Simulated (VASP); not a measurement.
# B (R-3m) in VASP: notebook

The runs below take B through single point, with LDA.

All numbers are computed with VASP 6.6.1; they aren't measurements. Logs are shortened: lines on timing, memory, paths and dates and some standing lists are left out, and cuts for length are marked.

## Step 1: The cell of the first run

It takes space group R-3m (No. 166, trigonal). The conventional cell has a = 4.898 Å, b = 4.898 Å, c = 12.524 Å, α = 90.00°, β = 90.00°, γ = 120.00°. Within 2.2 Å of B (site symmetry m) lie 6 B at 1.67 to 1.80 Å. Within 2.4 Å of B (site symmetry m) lie 7 B at 1.77 to 2.01 Å.

## Step 2: Single point, LDA

INCAR reads:

```
SYSTEM = B
  ALGO = Normal
  EDIFF = 1E-7
  ENCUT = 520
  ISIF = 2
  ISMEAR = 0
  LASPH = .True.
  LCHARG = .False.
  LREAL = .False.
  LWAVE = .False.
  NBANDS = 30
  NELM = 100
  PREC = Accurate
  SIGMA = 0.1
```

KPOINTS reads:

```
k-points
0
Gamma
  6 6 6
  0 0 0
```

POSCAR reads:

```
B
1.0
    2.4491963900      1.4140442000      4.1747204400
   -2.4491963900      1.4140442000      4.1747204400
    0.0000000000     -2.8280883900      4.1747204400
B
12
Direct
    0.0099700400      0.6542851200      0.0099700400
    0.0099700400      0.0099700400      0.6542851200
    0.6542851200      0.0099700400      0.0099700400
    0.3457148800      0.9900299600      0.9900299600
    0.9900299600      0.3457148800      0.9900299600
    0.9900299600      0.9900299600      0.3457148800
    0.2205655700      0.6316348300      0.2205655700
    0.2205655700      0.2205655700      0.6316348300
    0.6316348300      0.2205655700      0.2205655700
    0.3683651700      0.7794344300      0.7794344300
    0.7794344300      0.3683651700      0.7794344300
    0.7794344300      0.7794344300      0.3683651700
```

Potentials or basis: VASP PAW LDA potentials, release 64 (B).

Run with:

```bash
cat potpaw_LDA.64/B/POTCAR > POTCAR
mpirun -np 1 vasp_std > vasp.out
```

OUTCAR:

```text
SYSTEM = B
   EDIFF = 1E-7
   ENCUT = 520
   ISIF = 2
   ISMEAR = 0
   LASPH = .True.
   LREAL = .False.
   NELM = 100
   PREC = Accurate

 ion  position               nearest neighbor table
   1  0.010  0.654  0.010-   5 1.67   3 1.74   2 1.74   7 1.79  12 1.80  10 1.80
   2  0.010  0.010  0.654-   6 1.67   3 1.74   1 1.74   8 1.79  10 1.80  11 1.80
   3  0.654  0.010  0.010-   4 1.67   1 1.74   2 1.74   9 1.79  12 1.80  11 1.80
   4  0.346  0.990  0.990-   3 1.67   5 1.74   6 1.74  10 1.79   8 1.80   7 1.80
   5  0.990  0.346  0.990-   1 1.67   4 1.74   6 1.74  11 1.79   8 1.80   9 1.80
   6  0.990  0.990  0.346-   2 1.67   4 1.74   5 1.74  12 1.79   9 1.80   7 1.80
   7  0.221  0.632  0.221-  12 1.77  10 1.77   1 1.79   6 1.80   4 1.80   9 2.01   8 2.01
   8  0.221  0.221  0.632-  10 1.77  11 1.77   2 1.79   4 1.80   5 1.80   7 2.01   9 2.01
   9  0.632  0.221  0.221-  12 1.77  11 1.77   3 1.79   6 1.80   5 1.80   7 2.01   8 2.01
  10  0.368  0.779  0.779-   8 1.77   7 1.77   4 1.79   2 1.80   1 1.80  11 2.01  12 2.01
  11  0.779  0.368  0.779-   8 1.77   9 1.77   5 1.79   2 1.80   3 1.80  10 2.01  12 2.01
  12  0.779  0.779  0.368-   7 1.77   9 1.77   6 1.79   3 1.80   1 1.80  10 2.01  11 2.01

  LATTYP: Found a trigonal (rhomboedric) cell.
 ALAT       =     5.0424572094
 COS(alpha) =     0.5281621515

  Lattice vectors:

 A1 = (   2.4491963900,   1.4140442000,   4.1747204400)
 A2 = (  -2.4491963900,   1.4140442000,   4.1747204400)
 A3 = (   0.0000000000,  -2.8280883900,   4.1747204400)

Analysis of symmetry for initial positions (statically):
=====================================================================
 Subroutine PRICEL returns:
 Original cell was already a primitive cell.

 Routine SETGRP: Setting up the symmetry group for a
 trigonal (rhombohedral) supercell.

 Subroutine GETGRP returns: Found 12 space group operations
 (whereof 12 operations were pure point group operations)
 out of a pool of 12 trial point group operations.

The static configuration has the point symmetry D_3d.

Analysis of symmetry for dynamics (positions and initial velocities):
=====================================================================
 Subroutine PRICEL returns:
 Original cell was already a primitive cell.

 Routine SETGRP: Setting up the symmetry group for a
 trigonal (rhombohedral) supercell.

 Subroutine GETGRP returns: Found 12 space group operations
 (whereof 12 operations were pure point group operations)
 out of a pool of 12 trial point group operations.

The dynamic configuration has the point symmetry D_3d.

 Subroutine INISYM returns: Found 12 space group operations
 (whereof 12 operations are pure point group operations),
 and found     1 'primitive' translations

----------------------------------------------------------------------------------------

                                     Primitive cell

  volume of cell :      86.7492

  direct lattice vectors                    reciprocal lattice vectors
     2.449196390  1.414044200  4.174720440     0.204148594  0.117865246  0.079845666
    -2.449196390  1.414044200  4.174720440    -0.204148594  0.117865246  0.079845666
     0.000000000 -2.828088390  4.174720440     0.000000000 -0.235730491  0.079845666

  length of vectors
     5.042457209  5.042457209  5.042457208     0.248885908  0.248885908  0.248885908

  position of ions in fractional coordinates (direct lattice)
     0.009970040  0.654285120  0.009970040
     0.009970040  0.009970040  0.654285120
     0.654285120  0.009970040  0.009970040
     0.345714880  0.990029960  0.990029960
     0.990029960  0.345714880  0.990029960
     0.990029960  0.990029960  0.345714880
     0.220565570  0.631634830  0.220565570
     0.220565570  0.220565570  0.631634830
     0.631634830  0.220565570  0.220565570
     0.368365170  0.779434430  0.779434430
     0.779434430  0.368365170  0.779434430
     0.779434430  0.779434430  0.368365170

  ion indices of the primitive-cell ions
   primitive index   ion index
                 1           1
                 2           2
                 3           3
                 4           4
                 5           5
                 6           6
                 7           7
                 8           8
                 9           9
                10          10
                11          11
                12          12

----------------------------------------------------------------------------------------

 KPOINTS: k-points

Automatic generation of k-mesh.
 Grid dimensions read from file:
 generate k-points for:    6    6    6

 Generating k-lattice:

  Cartesian coordinates                     Fractional coordinates (reciprocal lattice)
     0.034024766  0.019644208  0.013307611     0.166666667  0.000000000 -0.000000000
    -0.034024766  0.019644208  0.013307611     0.000000000  0.166666667 -0.000000000
     0.000000000 -0.039288415  0.013307611    -0.000000000 -0.000000000  0.166666667

  Length of vectors
     0.041480985  0.041480985  0.041480985

  Shift w.r.t. Gamma in fractional coordinates (k-lattice)
     0.000000000  0.000000000  0.000000000

 Subroutine IBZKPT returns following result:
 ===========================================

 Found     32 irreducible k-points:

 Following reciprocal coordinates:
            Coordinates               Weight
  0.000000  0.000000  0.000000      1.000000
  0.166667  0.000000  0.000000      6.000000
  0.333333 -0.000000  0.000000      6.000000
  0.500000 -0.000000  0.000000      3.000000
  0.166667  0.166667  0.000000      6.000000
  0.333333  0.166667  0.000000     12.000000
[... 16 lines left out ...]
  0.500000  0.500000  0.166667      6.000000
 -0.333333  0.500000  0.166667     12.000000
 [... further k-points ...]
   k-points           NKPTS =     32   k-points in BZ     NKDIM =     32   number of bands    NBANDS=     30
   number of dos      NEDOS =    301   number of ions     NIONS =     12
   total plane-waves  NPLWV =  64000
   dimension x,y,z NGX =    40 NGY =   40 NGZ =   40
   dimension x,y,z NGXF=    80 NGYF=   80 NGZF=   80
   ions per type =              12
   NGX,Y,Z   is equivalent  to a cutoff of  13.19, 13.19, 13.19 a.u.
   NGXF,Y,Z  is equivalent  to a cutoff of  26.38, 26.38, 26.38 a.u.
 SYSTEM =  B
   PREC   = accura    normal or accurate (medium, high low for compatibility)
   ISTART =      0    job   : 0-new  1-cont  2-samecut
   ICHARG =      2    charge: 1-file 2-atom 10-const
   ISPIN  =      1    spin polarized calculation?
   LNONCOLLINEAR =      F non collinear calculations
   LSORBIT =      F    spin-orbit coupling
   LASPH  =      T    aspherical Exc in radial PAW
   ENCUT  =  520.0 eV  38.22 Ry    6.18 a.u.   9.38  9.38  9.38*2*pi/ulx,y,z
   NELM   =    100;   NELMIN=  2; NELMDL= -5     # of ELM steps
   EDIFF  = 0.1E-06   stopping-criterion for ELM
   LREAL  =      F    real-space projection
   EDIFFG = 0.1E-05   stopping-criterion for IOM
   NSW    =      0    number of steps for IOM
   IBRION =     -1    ionic relax: 0-MD 1-quasi-New 2-CG
   NFREE  =      0    steps in history (QN), initial steepest desc. (CG)
   ISIF   =      2    stress and relaxation
   ISYM   =      2    0-nonsym 1-usesym 2-fastsym
   POTIM  = 0.5000    time-step for ionic-motion
   TEBEG  =    0.0;   TEEND  =   0.0 temperature during run
   PSTRESS=    0.0 pullay stress
   NELECT =      36.0000    total number of electrons
   NUPDOWN=      -1.0000    fix difference up-down
   EMIN   =  10.00;   EMAX   =-10.00  energy-range for DOS
   EFERMI =   0.00;   METHOD = LEGACY
   ISMEAR =     0;   SIGMA  =   0.10  broadening in eV -4-tet -1-fermi 0-gaus
   EFERMI_NEDOS =   21; number of points for ismear=-14 and -15
   IALGO  =     38    algorithm
   IMIX   =      4    mixing-type and parameters
     AMIX     =   0.40;   BMIX     =  1.00
     AMIX_MAG =   1.60;   BMIX_MAG =  1.00
  volume/ion in A,a.u.               =       7.23        48.78
  Fermi-wavevector in a.u.,A,eV,Ry     =   1.221108  2.307559 20.287697  1.491104
  Thomas-Fermi vector in A             =   2.356301
   LORBIT       =      0    0 simple, 1 ext, 2 COOP (PROOUT), +10 PAW based schemes
   GGA     = CA    functional components
   LHFCALC =     F    Hartree Fock is set to
   AEXX    =    0.0000 exact exchange contribution
   IVDW    =     0    specifies the selected vdW correction
   LEPSILON=     F    determine dielectric tensor
   LRPA    =     F    only Hartree local field effects (RPA)
 non-spin polarized calculation
 Gauss-broadening in eV      SIGMA  =   0.10
  energy-cutoff  :      520.00
  volume of cell :       86.75
 maximum number of plane-waves:      2360
 NGX is ok and might be reduce to    40
   NGX = 19   NGY = 19   NGZ = 19

 number of electron      36.0000000 magnetization

 Free energy of the ion-electron system (eV)
  ---------------------------------------------------
  ext. energy  EPLUGINS =         0.00000000
  ---------------------------------------------------
  free energy    TOTEN  =       -89.54721547 eV

  energy without entropy =      -89.54721547  energy(sigma->0) =      -89.54721547

 E-fermi :   6.3794     XC(G=0): -11.6974

 val. band max:        5.9463629710   @ k =   0.5000   0.5000   0.5000
 cond. band min:       7.4562053252   @ k =   0.0000   0.0000   0.0000
 fundamental gap:      1.5098423542
 Fermi energy:         6.3794070231

 k-point     1 :       0.0000    0.0000    0.0000
  band No.  band energies     occupation
      1     -10.0357      2.00000
      2      -4.3242      2.00000
      3      -4.0734      2.00000
      4      -4.0734      2.00000
      5      -3.0303      2.00000
      6      -2.3816      2.00000
[... 22 lines left out ...]
     29      15.5920      0.00000
     30      16.1521      0.00000

 k-point     2 :       0.1667    0.0000    0.0000
  band No.  band energies     occupation
      1      -9.8834      2.00000
      2      -5.2075      2.00000
      3      -4.4036      2.00000
      4      -4.3089      2.00000
      5      -2.8719      2.00000
      6      -2.1696      2.00000
[... 718 lines left out ...]
 k-point    24 :      -0.3333    0.5000    0.1667
  band No.  band energies     occupation
      1      -8.9384      2.00000
      2      -6.7327      2.00000
      3      -5.9160      2.00000
      4      -5.4523      2.00000
      5      -2.8138      2.00000
      6      -2.3056      2.00000
[... 22 lines left out ...]
     29      14.9113      0.00000
     30      15.9410      0.00000

 [... further k-points ...]
[... 5 lines left out ...]
  --------------------------------------------------------------------------------------
  -------------------------------------------------------------------------------------
  Total       -3.9023591     -3.9023591     -3.9005025      0.0000000     -0.0000000      0.0000000
  in kB      -72.0729953    -72.0729955    -72.0387063      0.0000000     -0.0000001      0.0000000
  external PRESSURE =     -72.0615657 kB  Pullay stress =       0.0000000 kB

 VOLUME and BASIS-vectors are now :
 -----------------------------------------------------------------------------
  energy-cutoff  :      520.00
  volume of cell :       86.75
      direct lattice vectors                 reciprocal lattice vectors
     2.449196390  1.414044200  4.174720440     0.204148594  0.117865246  0.079845666
    -2.449196390  1.414044200  4.174720440    -0.204148594  0.117865246  0.079845666
     0.000000000 -2.828088390  4.174720440     0.000000000 -0.235730491  0.079845666

 POSITION                                       TOTAL-FORCE (eV/Angst)
 -----------------------------------------------------------------------------------
     -1.57805      0.91109      2.81470        -0.095858      0.055344      0.150341
      0.00000     -1.82218      2.81470        -0.000000     -0.110688      0.150341
      1.57805      0.91109      2.81470         0.095858      0.055344      0.150341
     -1.57805     -0.91109      9.70946        -0.095858     -0.055344     -0.150341
      1.57805     -0.91109      9.70946         0.095858     -0.055344     -0.150341
      0.00000      1.82218      9.70946        -0.000000      0.110688     -0.150341
     -1.00679      0.58127      4.47850        -0.038470      0.022211     -0.044666
      0.00000     -1.16254      4.47850        -0.000000     -0.044422     -0.044666
      1.00679      0.58127      4.47850         0.038470      0.022211     -0.044666
     -1.00679     -0.58127      8.04566        -0.038470     -0.022211      0.044666
      1.00679     -0.58127      8.04566         0.038470     -0.022211      0.044666
      0.00000      1.16254      8.04566        -0.000000      0.044422      0.044666
 -----------------------------------------------------------------------------------
    total drift:                                0.000000     -0.000000     -0.000000

  FREE ENERGIE OF THE ION-ELECTRON SYSTEM (eV)
  ---------------------------------------------------
  free  energy   TOTEN  =       -89.5472154669 eV

  energy  without entropy=      -89.5472154669  energy(sigma->0) =      -89.54721547
```

It took 95 s on 1 thread of Intel Xeon 6975P-C, shared host; peak memory 0.21 GiB.

What came out:

| Item | Value |
| --- | --- |
| Free energy | -89.5472 eV |
| Pressure | -7.2 GPa |
| Largest force | 0.187 eV/Å |
| Band gap on the k mesh | 1.51 eV, indirect (least direct gap 1.86 eV) |

Forces in eV/Å, atoms in the order of the input:
```
B   -0.096  0.055  0.150
B    0.000 -0.111  0.150
B    0.096  0.055  0.150
B   -0.096 -0.055 -0.150
B    0.096 -0.055 -0.150
B    0.000  0.111 -0.150
B   -0.038  0.022 -0.045
B    0.000 -0.044 -0.045
B    0.038  0.022 -0.045
B   -0.038 -0.022  0.045
B    0.038 -0.022  0.045
B    0.000  0.044  0.045
```

## Step 3: Single point, LDA

This run uses another cell than the first one, of 6.99 Å³/atom, 0.966 times its volume.

INCAR reads:

```
SYSTEM = B
PREC     = Accurate       ! precision mode
ENCUT    = 520            ! plane-wave cutoff, eV
EDIFF    = 1E-6           ! SCF threshold, eV
ISMEAR   = 0              ! smearing method
SIGMA    = 0.02           ! smearing width, eV
LREAL    = .False.        ! projectors in reciprocal space
LASPH    = .True.         ! aspherical terms in the spheres
NELM     = 100            ! most SCF steps
ALGO     = Normal         ! electronic algorithm
ISIF     = 2              ! what is computed and relaxed
LWAVE    = .False.        ! write WAVECAR
LCHARG   = .True.         ! write CHGCAR
LELF     = .True.         ! ELF
LVHAR    = .True.       
NBANDS   = 30             ! bands
```

KPOINTS reads:

```
Automatic mesh
0
Gamma
  9 9 9
  0 0 0
```

POSCAR reads:

```
B
1.0
    2.4203986789      1.3974178304      4.1311009715
   -2.4203986789      1.3974178304      4.1311009715
    0.0000000000     -2.7948356560      4.1311009731
B
12
Direct
    0.0104696751      0.6543067688      0.0104696751
    0.0104696751      0.0104696751      0.6543067688
    0.6543067688      0.0104696751      0.0104696751
    0.3456932312      0.9895303249      0.9895303249
    0.9895303249      0.3456932312      0.9895303249
    0.9895303249      0.9895303249      0.3456932312
    0.2214786347      0.6299891752      0.2214786347
    0.2214786347      0.2214786347      0.6299891752
    0.6299891752      0.2214786347      0.2214786347
    0.3700108248      0.7785213653      0.7785213653
    0.7785213653      0.3700108248      0.7785213653
    0.7785213653      0.7785213653      0.3700108248
```

Potentials or basis: VASP PAW LDA potentials, release 64 (B).

Run with:

```bash
cat potpaw_LDA.64/B/POTCAR > POTCAR
mpirun -np 1 vasp_std > vasp.out
```

It took 4 min on 1 thread of Intel Xeon 6975P-C, shared host; peak memory 0.28 GiB.

Results (log left out):

```
Free energy            : -89.6098 eV
Pressure               : 0.4 GPa
Largest force          : 0.017 eV/Å
Band gap on the k mesh : 1.38 eV, indirect (least direct gap 1.72 eV)
```

Forces in eV/Å, atoms in the order of the input:
```
B    0.012 -0.007 -0.010
B    0.000  0.014 -0.010
B   -0.012 -0.007 -0.010
B    0.012  0.007  0.010
B   -0.012  0.007  0.010
B    0.000 -0.014  0.010
B    0.013 -0.008  0.005
B    0.000  0.015  0.005
B   -0.013 -0.008  0.005
B    0.013  0.008 -0.005
B   -0.013  0.008 -0.005
B    0.000 -0.015 -0.005
```

Levels at points of the mesh, in eV from the valence-band top:
| k point | band 16 | band 17 | band 18 | band 19 | band 20 | band 21 |
| --- | --- | --- | --- | --- | --- | --- |
| (0.00, 0.00, 0.00) | -0.78 | -0.78 | -0.35 | 1.38 | 4.68 | 4.68 |

A k mesh can miss the band edges. As with any semilocal functional, this LDA gap is likely too small.
